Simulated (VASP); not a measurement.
Here is a VASP 6.6.1 calculation.

File INCAR:

```
ALGO     = Normal         # electronic algorithm
EDIFF    = 1E-7           # SCF threshold, eV
ENCUT    = 520            # plane-wave cutoff, eV
GGA      = PE             # functional
ISIF     = 2              # what is computed and relaxed
ISMEAR   = 0              # smearing method
LASPH    = True           # aspherical terms in the spheres
LCHARG   = True           # write CHGCAR
LELF     = True           # ELF
LREAL    = False          # projectors in reciprocal space
LVHAR    = True         
LWAVE    = False          # write WAVECAR
NBANDS   = 35             # bands
NELM     = 100            # most SCF steps
PREC     = Accurate       # precision mode
SIGMA    = 0.1            # smearing width, eV
```

The input KPOINTS:

```
k-points
0
Gamma
  6 6 4
```

File POSCAR:

```
Zr2GaAs3
1.0
    4.7187127708     -0.0000000030      0.0000000000
   -2.3593563828      4.0865251341      0.0000000000
    0.0000000000      0.0000000000     10.5665437879
Zr Ga As
2 1 3
Direct
    0.0000000000      0.0000000000      0.2366225647
    0.0000000000      0.0000000000      0.7633774353
    0.0000000000      0.0000000000      0.5000000000
    0.3333333333      0.6666666667      0.0000000000
    0.6666666667      0.3333333333      0.0000000000
    0.0000000000      0.0000000000      0.0000000000
```

Potentials or basis: VASP PAW PBE potentials, release 64 (Zr_sv, Ga_d, As).

The run is started by

```sh
$ cat potpaw_PBE.64/Zr_sv/POTCAR potpaw_PBE.64/Ga_d/POTCAR potpaw_PBE.64/As/POTCAR > POTCAR
$ mpirun -np 1 vasp_std > vasp.out
```

Task: What does it give for the pressure?

Result: 0.1 GPa.

Task: What does it give for the band gap on the k mesh?

Result: Zero (bands 26 and 27 overlap by 0.44 eV).

Forces in eV/Å, atoms in the order of the input:
```
Zr   0.000  0.000  0.029
Zr   0.000  0.000 -0.029
Ga   0.000  0.000  0.000
As   0.000  0.000  0.000
As   0.000  0.000  0.000
As   0.000  0.000  0.000
```
